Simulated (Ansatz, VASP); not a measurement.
## One calculation of W, two programs

File POSCAR:

```
W
1.0
    0.0000000000      0.0000000000      3.2661851600
    3.2661851600      0.0000000000      0.0000000000
    0.0000000000      3.2661851600      0.0000000000
W
2
Direct
    0.0000000000      0.0000000000      0.0000000000
    0.5000000000      0.5000000000      0.5000000000
```

INCAR.step1

```
ALGO     = Normal         # electronic algorithm
EDIFF    = 1E-4           # SCF threshold, eV
ENCUT    = 520            # plane-wave cutoff, eV
GGA      = PE             # functional
ISMEAR   = -1             # smearing method
LASPH    = T              # aspherical terms in the spheres
LCHARG   = F              # write CHGCAR
LREAL    = F              # projectors in reciprocal space
LWAVE    = T              # write WAVECAR
NBANDS   = 21             # bands
NELM     = 100            # most SCF steps
PREC     = Accurate       # precision mode
SIGMA    = 0.1            # smearing width, eV
```

Contents of INCAR.step2:

```
ALGO     = Normal         # electronic algorithm
EDIFF    = 1E-7           # SCF threshold, eV
ENCUT    = 520            # plane-wave cutoff, eV
ISIF     = 2              # what is computed and relaxed
ISMEAR   = -1             # smearing method
ISTART   = 1            
LASPH    = T              # aspherical terms in the spheres
LCHARG   = F              # write CHGCAR
LMIXTAU  = T            
LREAL    = F              # projectors in reciprocal space
LWAVE    = F              # write WAVECAR
METAGGA  = R2SCAN         # meta-GGA
NBANDS   = 21             # bands
NELM     = 100            # most SCF steps
PREC     = Accurate       # precision mode
SIGMA    = 0.1            # smearing width, eV
```

Contents of KPOINTS:

```
k-points
0
Gamma
  10 10 10
```

Input for Ansatz:

```yaml
crystal:
  lattice:
    - [0.0, 0.0, 3.26618516]
    - [3.26618516, 0.0, 0.0]
    - [0.0, 3.26618516, 0.0]
  atoms:
    - { symbol: W, position: [0.0, 0.0, 0.0] }
    - { symbol: W, position: [0.5, 0.5, 0.5] }
  symmetry: { tolerance: 0.0003 }
kpoints:
  mp_grid: { grid: [10, 10, 10], shift: [0, 0, 0] }
  band_path:
    path:
      - [0.0, 0.0, 0.0]
      - [0.0, 0.0, 1.0]
      - [0.0, 0.5, 0.5]
      - [0.0, 0.0, 0.0]
      - [0.5, 0.5, 0.5]
      - [0.0, 0.0, 1.0]
      - [0.5, 0.5, 0.5]
      - [0.0, 0.5, 0.5]
    npoints: 8
magnetization:
  spin_polarized: false
scf:
  occupations: { method: fermi_dirac }
  lower_state_search: "off"
  max_iter: 200
hamiltonian:
  pseudopotentials: { kind: paw }
  xc: r2scan
basis:
  ecutwfc: 500
  fft_grid_basis: typed
output:
  forces: true
  stress: true
  eigenvalues: true
  bader: true
  populations: true
  elf: true
  write_potential: true
  volumetric_format: npy
  dos:
    e_range: [-12, 8]
    de: 0.05
    projected: { site_lists: { W: [W] } }
checkpoint:
  read: saved_state
```

Alike in both runs: task single point; functional r2SCAN; k mesh 10 × 10 × 10; no spin polarisation.

|  | VASP | Ansatz |
| --- | --- | --- |
| version | VASP 6.6.1 | Ansatz 0.2.0 |
| potentials or method | VASP PAW PBE potentials, release 64 (W_sv), cutoff 520 eV | PAW plane waves |
| occupations | fermi-dirac, width 0.1 eV | fermi-dirac |
| valence electrons in the cell | 28 | 28 |

```tsv
	VASP	Ansatz	Ansatz less VASP
pressure (GPa)	-23.3	-24.1	-0.80
```

VASP's potentials were made for PBE, not for r2SCAN.

Spin-orbit coupling is off throughout.
